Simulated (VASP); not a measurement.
Input of a VASP 6.6.1 run:

The input INCAR:

```
SYSTEM = BaTiO3
PREC     = Accurate       ! precision mode
ENCUT    = 520            ! plane-wave cutoff, eV
EDIFF    = 1E-6           ! SCF threshold, eV
ISMEAR   = -1             ! smearing method
SIGMA    = 0.02           ! smearing width, eV
LREAL    = .FALSE.        ! projectors in reciprocal space
LASPH    = .TRUE.         ! aspherical terms in the spheres
NELM     = 60             ! most SCF steps
ALGO     = Normal         ! electronic algorithm
ISIF     = 2              ! what is computed and relaxed
LWAVE    = .FALSE.        ! write WAVECAR
LCHARG   = .FALSE.        ! write CHGCAR
GGA      = PE             ! functional
NBANDS   = 28             ! bands
```

Contents of KPOINTS:

```
Automatic mesh
0
G
  8 8 8
  0 0 0
```

The input POSCAR:

```
BaTiO3
1.0
    4.0325305745      0.0000000000      0.0000000000
    0.0000000000      4.0325305745      0.0000000000
    0.0000000000      0.0000000000      4.0325305745
Ba Ti O
1 1 3
Direct
    0.5000000000      0.5000000000      0.5000000000
    0.0000000000      0.0000000000      0.0000000000
    0.5000000000      0.0000000000      0.0000000000
    0.0000000000      0.5000000000      0.0000000000
    0.0000000000      0.0000000000      0.5000000000
```

Potentials or basis: VASP PAW PBE potentials, release 64 (Ba_sv, Ti_sv, O).

The run is started by

```bash
$ cat potpaw_PBE.64/Ba_sv/POTCAR potpaw_PBE.64/Ti_sv/POTCAR potpaw_PBE.64/O/POTCAR > POTCAR
$ mpirun -np 1 vasp_std > vasp.out
```

Problem. Estimate the band gap on the k mesh.

Solution. 1.70 eV, indirect (least direct gap 1.87 eV).

Problem. Predict the pressure.

Solution. 0.1 GPa.

Caveat: spin-orbit coupling is left out, which moves the levels of the heavy elements. A k mesh can miss the band edges.
